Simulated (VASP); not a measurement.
# Se (Pm-3m) in VASP: a series of runs

Aim: see how the results for Se move with the level of theory and the settings. Levels: PBE, BLYP+D3(BJ). Tasks: single point.

Everything below comes from runs of VASP 6.6.1. Logs are shortened: lines on timing, memory, paths and dates and some standing lists are left out, and cuts for length are marked.

## 1. The cell of the first run

It takes space group Pm-3m (No. 221, cubic). Conventional cell: a = 2.811 Å, b = 2.811 Å, c = 2.811 Å, α = 90.00°, β = 90.00°, γ = 90.00°. Se (site symmetry m-3m) has 6 Se at 2.81 Å within 3.7 Å.

## 2. Single point, PBE

Contents of INCAR:

```
  ALGO = Normal
  EDIFF = 1E-6
  ENCUT = 520
  GGA = PE
  ISIF = 2
  ISMEAR = 0
  LASPH = T
  LCHARG = T
  LELF = T
  LREAL = F
  LVHAR = T
  LWAVE = F
  NBANDS = 9
  NELM = 100
  PREC = Accurate
  SIGMA = 0.1
```

Contents of KPOINTS:

```
k-points
0
Gamma
  9 9 9
```

Contents of POSCAR:

```
Se
1.0
    2.8105630200      0.0000000000      0.0000000000
    0.0000000000      2.8105630200      0.0000000000
    0.0000000000      0.0000000000      2.8105630200
Se
1
Direct
    0.0000000000      0.0000000000      0.0000000000
```

Potentials or basis: VASP PAW PBE potentials, release 64 (Se).

Started as:

```console
cat potpaw_PBE.64/Se/POTCAR > POTCAR
mpirun -np 1 vasp_std > vasp.out
```

OUTCAR:

```text
EDIFF = 1E-6
   ENCUT = 520
   GGA = PE
   ISIF = 2
   ISMEAR = 0
   LASPH = T
   LREAL = F
   NELM = 100
   PREC = Accurate

 ion  position               nearest neighbor table
   1  0.000  0.000  0.000-

  LATTYP: Found a simple cubic cell.
 ALAT       =     2.8105630200

  Lattice vectors:

 A1 = (   2.8105630200,   0.0000000000,   0.0000000000)
 A2 = (   0.0000000000,   2.8105630200,   0.0000000000)
 A3 = (   0.0000000000,   0.0000000000,   2.8105630200)

Analysis of symmetry for initial positions (statically):
=====================================================================
 Subroutine PRICEL returns:
 Original cell was already a primitive cell.

 Routine SETGRP: Setting up the symmetry group for a
 simple cubic supercell.

 Subroutine GETGRP returns: Found 48 space group operations
 (whereof 48 operations were pure point group operations)
 out of a pool of 48 trial point group operations.

The static configuration has the point symmetry O_h .

Analysis of symmetry for dynamics (positions and initial velocities):
=====================================================================
 Subroutine PRICEL returns:
 Original cell was already a primitive cell.

 Routine SETGRP: Setting up the symmetry group for a
 simple cubic supercell.

 Subroutine GETGRP returns: Found 48 space group operations
 (whereof 48 operations were pure point group operations)
 out of a pool of 48 trial point group operations.

The dynamic configuration has the point symmetry O_h .

 Subroutine INISYM returns: Found 48 space group operations
 (whereof 48 operations are pure point group operations),
 and found     1 'primitive' translations

----------------------------------------------------------------------------------------

                                     Primitive cell

  volume of cell :      22.2014

  direct lattice vectors                    reciprocal lattice vectors
     2.810563020  0.000000000  0.000000000     0.355800597  0.000000000  0.000000000
     0.000000000  2.810563020  0.000000000     0.000000000  0.355800597  0.000000000
     0.000000000  0.000000000  2.810563020     0.000000000  0.000000000  0.355800597

  length of vectors
     2.810563020  2.810563020  2.810563020     0.355800597  0.355800597  0.355800597

  position of ions in fractional coordinates (direct lattice)
     0.000000000  0.000000000  0.000000000

  ion indices of the primitive-cell ions
[... 72 lines left out ...]
   ENCUT  =  520.0 eV  38.22 Ry    6.18 a.u.   5.23  5.23  5.23*2*pi/ulx,y,z
   NELM   =    100;   NELMIN=  2; NELMDL= -5     # of ELM steps
   EDIFF  = 0.1E-05   stopping-criterion for ELM
   LREAL  =      F    real-space projection
   EDIFFG = 0.1E-04   stopping-criterion for IOM
   NSW    =      0    number of steps for IOM
   IBRION =     -1    ionic relax: 0-MD 1-quasi-New 2-CG
   NFREE  =      0    steps in history (QN), initial steepest desc. (CG)
   ISIF   =      2    stress and relaxation
   ISYM   =      2    0-nonsym 1-usesym 2-fastsym
   POTIM  = 0.5000    time-step for ionic-motion
   TEBEG  =    0.0;   TEEND  =   0.0 temperature during run
   PSTRESS=    0.0 pullay stress
   NELECT =       6.0000    total number of electrons
   NUPDOWN=      -1.0000    fix difference up-down
   EMIN   =  10.00;   EMAX   =-10.00  energy-range for DOS
   EFERMI =   0.00;   METHOD = LEGACY
   ISMEAR =     0;   SIGMA  =   0.10  broadening in eV -4-tet -1-fermi 0-gaus
   EFERMI_NEDOS =   21; number of points for ismear=-14 and -15
   IALGO  =     38    algorithm
   IMIX   =      4    mixing-type and parameters
     AMIX     =   0.40;   BMIX     =  1.00
     AMIX_MAG =   1.60;   BMIX_MAG =  1.00
  volume/ion in A,a.u.               =      22.20       149.82
  Fermi-wavevector in a.u.,A,eV,Ry     =   1.058438  2.000157 15.242472  1.120290
  Thomas-Fermi vector in A             =   2.193747
   LORBIT       =      0    0 simple, 1 ext, 2 COOP (PROOUT), +10 PAW based schemes
   GGA     = PE    functional components
   LHFCALC =     F    Hartree Fock is set to
   AEXX    =    0.0000 exact exchange contribution
   IVDW    =     0    specifies the selected vdW correction
   LEPSILON=     F    determine dielectric tensor
   LRPA    =     F    only Hartree local field effects (RPA)
 non-spin polarized calculation
 Gauss-broadening in eV      SIGMA  =   0.10
  energy-cutoff  :      520.00
  volume of cell :       22.20
 maximum number of plane-waves:       619
 NGX is ok and might be reduce to    24
   NGX = 11   NGY = 11   NGZ = 11

 number of electron       5.9999999 magnetization

 Free energy of the ion-electron system (eV)
  ---------------------------------------------------
  ext. energy  EPLUGINS =         0.00000000
  ---------------------------------------------------
  free energy    TOTEN  =        -3.32820195 eV

  energy without entropy =       -3.32332337  energy(sigma->0) =       -3.32576266

 E-fermi :   4.9090     XC(G=0):  -9.9943

 val. band max:        4.8572384757   @ k =   0.4444   0.3333   0.2222
 cond. band min:       4.9244696739   @ k =   0.1111   0.1111   0.1111
 fundamental gap:      0.0672311982
 Fermi energy:         4.9089908366

 k-point     1 :       0.0000    0.0000    0.0000
  band No.  band energies     occupation
      1     -11.2780      2.00000
      2       6.3367      0.00000
      3       6.3367      0.00000
      4       6.3367      0.00000
      5      12.6502      0.00000
      6      12.6502      0.00000
      7      12.8795      0.00000
      8      27.2721      0.00000
      9      27.2721      0.00000
[... 265 lines left out ...]
 k-point    24 :       0.4444    0.3333    0.1111
  band No.  band energies     occupation
      1      -7.6750      2.00000
      2      -0.4820      2.00000
      3       1.5224      2.00000
      4       7.3334      0.00000
      5       9.7893      0.00000
      6      16.8880      0.00000
      7      18.3471      0.00000
      8      19.7875      0.00000
      9      24.6823      0.00000

 [... further k-points ...]
[... 5 lines left out ...]
  --------------------------------------------------------------------------------------
  -------------------------------------------------------------------------------------
  Total        0.2830084      0.2830084      0.2830084     -0.0000000      0.0000000     -0.0000000
  in kB       20.4234870     20.4234870     20.4234870     -0.0000000      0.0000000     -0.0000000
  external PRESSURE =      20.4234870 kB  Pullay stress =       0.0000000 kB

 VOLUME and BASIS-vectors are now :
 -----------------------------------------------------------------------------
  energy-cutoff  :      520.00
  volume of cell :       22.20
      direct lattice vectors                 reciprocal lattice vectors
     2.810563020  0.000000000  0.000000000     0.355800597  0.000000000  0.000000000
     0.000000000  2.810563020  0.000000000     0.000000000  0.355800597  0.000000000
     0.000000000  0.000000000  2.810563020     0.000000000  0.000000000  0.355800597

 POSITION                                       TOTAL-FORCE (eV/Angst)
 -----------------------------------------------------------------------------------
      0.00000      0.00000      0.00000         0.000000      0.000000      0.000000
 -----------------------------------------------------------------------------------
    total drift:                               -0.000000      0.000000      0.000000

  FREE ENERGIE OF THE ION-ELECTRON SYSTEM (eV)
  ---------------------------------------------------
  free  energy   TOTEN  =        -3.3282019531 eV

  energy  without entropy=       -3.3233233737  energy(sigma->0) =       -3.32576266
```

stdout:

```text
POSCAR found type information on POSCAR Se
 POSCAR found :  1 types and       1 ions
 scaLAPACK will be used
 LDA part: xc-table for (Slater+PW92), standard interpolation
 POSCAR, INCAR and KPOINTS ok, starting setup
 FFT: planning ... GRIDC
 FFT: planning ... GRID_SOFT
 FFT: planning ... GRID
 WAVECAR not read
 entering main loop
```

Run time: 16 s. Hardware: 1 thread of Intel Xeon 8259CL, shared host; peak memory 0.14 GiB.

Results:

* Free energy: -3.3282 eV
* Pressure: 2.0 GPa
* Band gap on the k mesh: zero (band 3 reaches 7.74 eV, above the bottom of band 4 at 1.64 eV)

## 3. Single point, BLYP+D3(BJ)

Contents of INCAR:

```
PREC     = Accurate       # precision mode
ENCUT    = 520            # plane-wave cutoff, eV
EDIFF    = 1E-7           # SCF threshold, eV
ISMEAR   = -5             # smearing method
SIGMA    = 0.05           # smearing width, eV
LREAL    = F              # projectors in reciprocal space
LASPH    = T              # aspherical terms in the spheres
NELM     = 100            # most SCF steps
ALGO     = Normal         # electronic algorithm
ISIF     = 2              # what is computed and relaxed
LWAVE    = F              # write WAVECAR
LCHARG   = F              # write CHGCAR
GGA      = B5             # functional
ALDAX    = 1.0          
AGGAX    = 1.0          
AGGAC    = 1.0          
ALDAC    = 0.0          
IVDW     = 12             # dispersion correction
VDW_S6   = 1.0          
VDW_S8   = 2.6996       
VDW_A1   = 0.4298       
VDW_A2   = 4.2359       
NBANDS   = 9              # bands
```

Contents of KPOINTS:

```
regular mesh
0
Gamma
  9 9 9
```

POSCAR is that of step 2.

Potentials or basis: VASP PAW PBE potentials, release 64 (Se).

Started as:

```console
cat potpaw_PBE.64/Se/POTCAR > POTCAR
mpirun -np 1 vasp_std > vasp.out
```

OUTCAR:

```text
PREC = Accurate
   ENCUT = 520
   EDIFF = 1E-7
   ISMEAR = -5
   LREAL = F
   LASPH = T
   NELM = 100
   ISIF = 2
   GGA = B5
   IVDW = 12
 IVDW          = 12

 ion  position               nearest neighbor table
   1  0.000  0.000  0.000-

  LATTYP: Found a simple cubic cell.
 ALAT       =     2.8105630200

  Lattice vectors:

 A1 = (   2.8105630200,   0.0000000000,   0.0000000000)
 A2 = (   0.0000000000,   2.8105630200,   0.0000000000)
 A3 = (   0.0000000000,   0.0000000000,   2.8105630200)

Analysis of symmetry for initial positions (statically):
=====================================================================
 Subroutine PRICEL returns:
 Original cell was already a primitive cell.

 Routine SETGRP: Setting up the symmetry group for a
 simple cubic supercell.

 Subroutine GETGRP returns: Found 48 space group operations
 (whereof 48 operations were pure point group operations)
 out of a pool of 48 trial point group operations.

The static configuration has the point symmetry O_h .

Analysis of symmetry for dynamics (positions and initial velocities):
=====================================================================
[... 166 lines left out ...]
 k-point     1 :       0.0000    0.0000    0.0000
  band No.  band energies     occupation
      1     -10.8510      2.00000
      2       6.7105     -1.25498
      3       6.7105     -0.03108
      4       6.7105      0.00000
      5      13.2528      0.00000
      6      13.2528      0.00000
      7      13.6532      0.00000
      8      27.6962      0.00000
      9      27.6962      0.00000
[... 265 lines left out ...]
 k-point    24 :       0.4444    0.3333    0.1111
  band No.  band energies     occupation
      1      -7.3084      2.00000
      2       0.0027      2.00000
      3       1.9660      2.00000
      4       7.6906     -0.10868
      5      10.4917      0.00000
      6      17.5105      0.00000
      7      18.9190      0.00000
      8      20.2968      0.00000
      9      25.3434      0.00000

 [... further k-points ...]

------------------------ aborting loop because EDIFF is reached ----------------------------------------

 Edisp (eV)   -0.88107

 E8    (eV) :    -0.6319

  FORCE on cell =-STRESS in cart. coord.  units (eV):
  Direction    XX          YY          ZZ          XY          YZ          ZX
  --------------------------------------------------------------------------------------
  -------------------------------------------------------------------------------------
  Total       0.09504     0.09504     0.09504    -0.00000     0.00000    -0.00000
  in kB       6.85897     6.85897     6.85897    -0.00000     0.00000    -0.00000
  external pressure =        6.86 kB  Pullay stress =        0.00 kB

 VOLUME and BASIS-vectors are now :
 -----------------------------------------------------------------------------
  energy-cutoff  :      520.00
  volume of cell :       22.20
      direct lattice vectors                 reciprocal lattice vectors
     2.810563020  0.000000000  0.000000000     0.355800597  0.000000000  0.000000000
     0.000000000  2.810563020  0.000000000     0.000000000  0.355800597  0.000000000
     0.000000000  0.000000000  2.810563020     0.000000000  0.000000000  0.355800597

 POSITION                                       TOTAL-FORCE (eV/Angst)
 -----------------------------------------------------------------------------------
      0.00000      0.00000      0.00000         0.000000      0.000000      0.000000
 -----------------------------------------------------------------------------------
    total drift:                               -0.000000      0.000000      0.000000

  FREE ENERGIE OF THE ION-ELECTRON SYSTEM (eV)
  ---------------------------------------------------
  free  energy   TOTEN  =        -3.5787490865 eV

  energy  without entropy=       -3.5787490865  energy(sigma->0) =       -3.57874909
```

OSZICAR:

```text
N       E                     dE             d eps       ncg     rms          rms(c)
DAV:   1     0.106235265262E+02    0.10624E+02   -0.27349E+03   630   0.560E+02
DAV:   2    -0.240815431336E+01   -0.13032E+02   -0.12792E+02   868   0.764E+01
DAV:   3    -0.269339955381E+01   -0.28525E+00   -0.28357E+00   773   0.107E+01
DAV:   4    -0.269392585759E+01   -0.52630E-03   -0.52160E-03   885   0.554E-01
DAV:   5    -0.269392643941E+01   -0.58182E-06   -0.56950E-06   755   0.154E-02    0.356E+00
DAV:   6    -0.269556914562E+01   -0.16427E-02   -0.25844E-03   730   0.293E-01    0.216E+00
DAV:   7    -0.269765583856E+01   -0.20867E-02   -0.53302E-03   663   0.444E-01    0.560E-02
DAV:   8    -0.269767936376E+01   -0.23525E-04   -0.13767E-04   710   0.795E-02    0.151E-02
DAV:   9    -0.269767999187E+01   -0.62811E-06   -0.46411E-06   757   0.171E-02    0.622E-03
DAV:  10    -0.269767925574E+01    0.73613E-06   -0.23610E-06   710   0.810E-03    0.968E-04
DAV:  11    -0.269767888707E+01    0.36868E-06   -0.72823E-08   683   0.169E-03    0.339E-04
DAV:  12    -0.269767888093E+01    0.61334E-08   -0.53396E-09   373   0.543E-04
   1 F= -.35787491E+01 E0= -.35787491E+01  d E =0.000000E+00
```

stdout:

```text
POSCAR found type information on POSCAR Se
 POSCAR found :  1 types and       1 ions
 scaLAPACK will be used
 -----------------------------------------------------------------------------
|                                                                             |
[... 23 lines left out ...]
|     occupations, so forces and stress will be inaccurate. We suggest        |
|     using a different smearing scheme ISMEAR = 1 or 2 for metals in         |
|     relaxations.                                                            |
|                                                                             |
 -----------------------------------------------------------------------------
```

It took 30 s on 1 thread of Intel Xeon 8259CL, shared host; peak memory 0.14 GiB.

What came out:

```yaml
Free_energy: -3.5787 eV
Pressure: 0.7 GPa
Band_gap_on_the_k_mesh: zero (band 3 reaches 8.08 eV, above the bottom of band 4 at 2.06 eV)
Dispersion_energy_per_atom: -0.881 eV
```

Levels at points of the mesh, in eV from the Fermi level:
```csv
k point,band 1,band 2,band 3,band 4,band 5,band 6,band 7
"(0.00, 0.00, 0.00)",-16.20,1.37,1.37,1.37,7.91,7.91,8.31
```

Caveat: the PAW data sets were made with another functional, which shifts forces and pressure a little; pairwise dispersion overbinds metals, which lowers pressure and volume; tetrahedron occupations give inexact forces and stress in metals.
